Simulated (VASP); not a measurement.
# SiC (Imm2) in VASP: single point with PBEsol

Aim: the single point of SiC with PBEsol.

Everything below comes from runs of VASP 6.6.1. Logs are shortened: lines on timing, memory, paths and dates and some standing lists are left out, and cuts for length are marked.

## 1. The cell of the first run

The structure is orthorhombic, space group Imm2 (No. 44). The conventional cell has a = 3.083 Å, b = 3.112 Å, c = 4.340 Å, α = 90.00°, β = 90.00°, γ = 90.00°. Si (site symmetry mm2) has 4 C at 1.89 Å within 2.5 Å. C (site symmetry mm2) has 4 Si at 1.89 Å within 2.5 Å.

## 2. Single point, PBEsol

Input file INCAR:

```
SYSTEM = SiC
PREC     = Accurate       ! precision mode
ENCUT    = 600            ! plane-wave cutoff, eV
EDIFF    = 1E-6           ! SCF threshold, eV
ISMEAR   = 0              ! smearing method
SIGMA    = 0.01           ! smearing width, eV
LREAL    = .FALSE.        ! projectors in reciprocal space
LASPH    = .TRUE.         ! aspherical terms in the spheres
NELM     = 120            ! most SCF steps
ALGO     = Normal         ! electronic algorithm
ISIF     = 2              ! what is computed and relaxed
LWAVE    = .FALSE.        ! write WAVECAR
LCHARG   = .TRUE.         ! write CHGCAR
GGA      = PS             ! functional
LELF     = .TRUE.         ! ELF
LVHAR    = .TRUE.       
NBANDS   = 11             ! bands
GGA_COMPAT= .FALSE.
```

Input file KPOINTS:

```
Automatic mesh
0
G
  6 6 6
  0 0 0
```

Input file POSCAR:

```
SiC
1.0
    0.0102318447      2.1899826403      2.1702084864
    2.1899826403      0.0102318447      2.1702084864
    2.2002144850      2.2002144850      0.0000000000
Si C
1 1
Direct
    0.0004663919      0.0004663919     -0.0004663919
    0.2495336081      0.2495336081      0.2504663919
```

Potentials or basis: VASP PAW PBE potentials, release 64 (Si, C).

Launch:

```console
$ cat potpaw_PBE.64/Si/POTCAR potpaw_PBE.64/C/POTCAR > POTCAR
$ mpirun -np 1 vasp_std > vasp.out
```

OUTCAR:

```text
SYSTEM = SiC
   PREC = Accurate
   ENCUT = 600
   EDIFF = 1E-6
   ISMEAR = 0
   LREAL = .FALSE.
   LASPH = .TRUE.
   NELM = 120
   ISIF = 2
   GGA = PS

 ion  position               nearest neighbor table
   1  0.000  0.000  1.000-   2 1.89   2 1.89   2 1.89   2 1.89
   2  0.250  0.250  0.250-   1 1.89   1 1.89   1 1.89   1 1.89

  LATTYP: Found a body centered orthorhombic cell.
 ALAT       =     3.0826331377
 B/A-ratio  =     1.0093880867
 C/A-ratio  =     1.4080225505

  Lattice vectors:

 A1 = (   2.1899826403,   0.0102318447,  -2.1702084864)
 A2 = (  -2.1899826403,  -0.0102318447,  -2.1702084864)
 A3 = (   0.0102318447,   2.1899826403,   2.1702084864)

Analysis of symmetry for initial positions (statically):
=====================================================================
 Subroutine PRICEL returns:
 Original cell was already a primitive cell.

 Routine SETGRP: Setting up the symmetry group for a
 body centered orthorhombic supercell.

 Subroutine GETGRP returns: Found  4 space group operations
 (whereof  4 operations were pure point group operations)
 out of a pool of  8 trial point group operations.

The static configuration has the point symmetry C_2v.

Analysis of symmetry for dynamics (positions and initial velocities):
=====================================================================
 Subroutine PRICEL returns:
 Original cell was already a primitive cell.

 Routine SETGRP: Setting up the symmetry group for a
 body centered orthorhombic supercell.

 Subroutine GETGRP returns: Found  4 space group operations
 (whereof  4 operations were pure point group operations)
 out of a pool of  8 trial point group operations.

The dynamic configuration has the point symmetry C_2v.

 Subroutine INISYM returns: Found  4 space group operations
 (whereof  4 operations are pure point group operations),
 and found     1 'primitive' translations

----------------------------------------------------------------------------------------

                                     Primitive cell

  volume of cell :      20.8163

  direct lattice vectors                    reciprocal lattice vectors
     0.010231845  2.189982640  2.170208486    -0.229384020  0.229384020  0.230392611
     2.189982640  0.010231845  2.170208486     0.229384020 -0.229384020  0.230392611
     2.200214485  2.200214485  0.000000000     0.227250572  0.227250572 -0.230392611

  length of vectors
     3.083169397  3.083169397  3.111573165     0.397887940  0.397887940  0.395431916

  position of ions in fractional coordinates (direct lattice)
     0.000466392  0.000466392  0.999533608
     0.249533608  0.249533608  0.250466392

  ion indices of the primitive-cell ions
   primitive index   ion index
                 1           1
[... 86 lines left out ...]
   EMIN   =  10.00;   EMAX   =-10.00  energy-range for DOS
   EFERMI =   0.00;   METHOD = LEGACY
   ISMEAR =     0;   SIGMA  =   0.01  broadening in eV -4-tet -1-fermi 0-gaus
   EFERMI_NEDOS =   21; number of points for ismear=-14 and -15
   IALGO  =     38    algorithm
   IMIX   =      4    mixing-type and parameters
     AMIX     =   0.40;   BMIX     =  1.00
     AMIX_MAG =   1.60;   BMIX_MAG =  1.00
  volume/ion in A,a.u.               =      10.41        70.24
  Fermi-wavevector in a.u.,A,eV,Ry     =   1.190247  2.249240 19.275206  1.416688
  Thomas-Fermi vector in A             =   2.326336
   LORBIT       =      0    0 simple, 1 ext, 2 COOP (PROOUT), +10 PAW based schemes
   GGA     = PS    functional components
   LHFCALC =     F    Hartree Fock is set to
   AEXX    =    0.0000 exact exchange contribution
   IVDW    =     0    specifies the selected vdW correction
   LEPSILON=     F    determine dielectric tensor
   LRPA    =     F    only Hartree local field effects (RPA)
 non-spin polarized calculation
 Gauss-broadening in eV      SIGMA  =   0.01
  energy-cutoff  :      600.00
  volume of cell :       20.82
 maximum number of plane-waves:       713
 NGX is ok and might be reduce to    28
   NGX = 13   NGY = 13   NGZ = 13

 number of electron       8.0000000 magnetization

 Free energy of the ion-electron system (eV)
  ---------------------------------------------------
  ext. energy  EPLUGINS =         0.00000000
  ---------------------------------------------------
  free energy    TOTEN  =       -15.90220648 eV

  energy without entropy =      -15.90220648  energy(sigma->0) =      -15.90220648

 E-fermi :   8.0951     XC(G=0): -11.4775

 val. band max:        8.0366193441   @ k =   0.0000   0.0000   0.0000
 cond. band min:       9.1705995337   @ k =   0.5000   0.5000   0.0000
 fundamental gap:      1.1339801896
 Fermi energy:         8.0950791615

 k-point     1 :       0.0000    0.0000    0.0000
  band No.  band energies     occupation
      1      -7.3839      2.00000
      2       7.9325      2.00000
      3       8.0224      2.00000
      4       8.0366      2.00000
      5      14.0920      0.00000
      6      15.1026      0.00000
      7      15.1967      0.00000
      8      15.2988      0.00000
      9      22.2761      0.00000
     10      22.5448      0.00000
     11      24.1611      0.00000
[... 309 lines left out ...]
 k-point    24 :       0.5000    0.5000    0.1667
  band No.  band energies     occupation
      1      -3.0134      2.00000
      2       1.1655      2.00000
      3       3.5758      2.00000
      4       5.2210      2.00000
      5      10.5980      0.00000
      6      13.8891      0.00000
      7      19.9846      0.00000
      8      20.0568      0.00000
      9      22.1230      0.00000
     10      25.9432      0.00000
     11      29.4086      0.00000

 [... further k-points ...]

------------------------ aborting loop because EDIFF is reached ----------------------------------------

  FORCE on cell =-STRESS in cart. coord.  units (eV):
  Direction    XX          YY          ZZ          XY          YZ          ZX
  --------------------------------------------------------------------------------------
  -------------------------------------------------------------------------------------
  Total       -0.2553193     -0.2553193      0.0319184     -0.2902118      0.0000000      0.0000000
  in kB      -19.6512866    -19.6512866      2.4566820    -22.3368687      0.0000000      0.0000000
  external PRESSURE =     -12.2819637 kB  Pullay stress =       0.0000000 kB

 VOLUME and BASIS-vectors are now :
 -----------------------------------------------------------------------------
  energy-cutoff  :      600.00
  volume of cell :       20.82
      direct lattice vectors                 reciprocal lattice vectors
     0.010231845  2.189982640  2.170208486    -0.229384020  0.229384020  0.230392611
     2.189982640  0.010231845  2.170208486     0.229384020 -0.229384020  0.230392611
     2.200214485  2.200214485  0.000000000     0.227250572  0.227250572 -0.230392611

 POSITION                                       TOTAL-FORCE (eV/Angst)
 -----------------------------------------------------------------------------------
      2.20021      2.20021      0.00202         0.000000      0.000000     -0.000160
      1.10011      1.10011      1.08308        -0.000000     -0.000000      0.000160
 -----------------------------------------------------------------------------------
    total drift:                               -0.000000     -0.000000     -0.000025

  FREE ENERGIE OF THE ION-ELECTRON SYSTEM (eV)
  ---------------------------------------------------
  free  energy   TOTEN  =       -15.9022064808 eV

  energy  without entropy=      -15.9022064808  energy(sigma->0) =      -15.90220648
```

stdout:

```text
POSCAR found type information on POSCAR SiC
 POSCAR found :  2 types and       2 ions
 scaLAPACK will be used
 -----------------------------------------------------------------------------
|                                                                             |
|                                                                             |
|     You enforced a specific xc type in the INCAR file but a different       |
|     I HOPE YOU KNOW WHAT YOU ARE DOING!                                     |
|                                                                             |
 -----------------------------------------------------------------------------

 LDA part: xc-table for (Slater+PW92), standard interpolation
 POSCAR, INCAR and KPOINTS ok, starting setup
 FFT: planning ... GRIDC
 FFT: planning ... GRID_SOFT
 FFT: planning ... GRID
 WAVECAR not read
 entering main loop
```

Wall time 18 s (1 thread of Intel Xeon 8259CL, shared host); peak memory 0.15 GiB.

What came out:

| Property | Result |
| --- | --- |
| Free energy | -15.9022 eV |
| Pressure | -1.2 GPa |
| Band gap on the k mesh | 1.13 eV (least direct gap 4.36 eV) |

Stress tensor (GPa, compression positive):
```
-1.97 -2.23  0.00
-2.23 -1.97  0.00
 0.00  0.00  0.25
```

Caveat: the PAW data sets were made with another functional, which shifts forces and pressure a little.
